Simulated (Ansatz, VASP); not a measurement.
# Two plane-wave programs on ZrB

```
Zr B
1.0
     1.73576    1.00214    2.82949
    -1.73576    1.00214    2.82949
     0.00000   -2.00428    2.82949
Zr B
1 1
Direct
  0.00000 0.00000 0.00000
  0.50000 0.50000 0.50000
```

Alike in both runs: functional PBE; k mesh 6 × 6 × 6; occupations gaussian, width 0.1 eV; no spin polarisation.

Ansatz relaxed the structure, and its values are those at the end. VASP's run is a single point on that final structure, the one shown.

|  | VASP | Ansatz |
| --- | --- | --- |
| version | VASP 6.6.1 | Ansatz 0.2.0 |
| potentials or method | VASP PAW PBE potentials, release 64 (Zr_sv, B), cutoff 520 eV | scalar-relativistic, plane waves, PAW |
| valence electrons in the cell | 15 | 15 |

|  | VASP | Ansatz | Ansatz less VASP |
| --- | --- | --- | --- |
| gap on the k mesh at the Fermi level (eV) | none | none | - |
| pressure (GPa) | -0.1 | -0.2 | -0.10 |

A gap of «none» marks a metal or a gap that the smearing closes. The functional is the same, so the differences come from potentials, cutoffs and numerics.

The k mesh is coarse, so the values compare programs but aren't converged.
